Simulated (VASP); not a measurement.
Al3Cl: single point with PBE

Al3Cl, a slab with vacuum:

```
Al Cl
1.0
     2.85676    0.00000    0.00000
     0.00000    2.85676    0.00000
     0.00000    0.00000   19.67470
Al Cl
3 1
Direct
  0.50000 0.50000 0.20331
  0.00000 0.00000 0.30927
  0.50000 0.50000 0.41549
  0.00000 0.00000 0.49952
```

* Program: VASP 6.6.1
* Task: single point
* Functional: PBE
* Potentials or basis: VASP PAW PBE potentials, release 64 (Al, Cl)
* Cutoff: 400 eV
* k mesh: 9 × 9 × 1
* Occupations: gaussian, width 0.1 eV
* Spin: no spin polarisation

| Quantity | Value |
| --- | --- |
| Largest force | 0.225 eV/Å |
| Band gap on the k mesh | zero (band 8 reaches 1.70 eV, above the bottom of band 9 at 0.12 eV) |

Forces on the atoms (eV/Å):
```
Al   0.000  0.000 -0.100
Al   0.000  0.000  0.225
Al   0.000  0.000 -0.132
Cl   0.000  0.000  0.008
```

Levels at points of the mesh, in eV from the Fermi level:
| k point | band 4 | band 5 | band 6 | band 7 | band 8 | band 9 | band 10 | band 11 | band 12 | band 13 |
| --- | --- | --- | --- | --- | --- | --- | --- | --- | --- | --- |
| (0.00, 0.00, 0.00) | -6.17 | -3.23 | -2.55 | -2.55 | 0.49 | 3.10 | 4.23 | 4.35 | 5.20 | 5.28 |

Wall time 51 s on 1 thread of Intel Xeon 6975P-C, with other jobs on the host, peak memory 0.22 GiB.
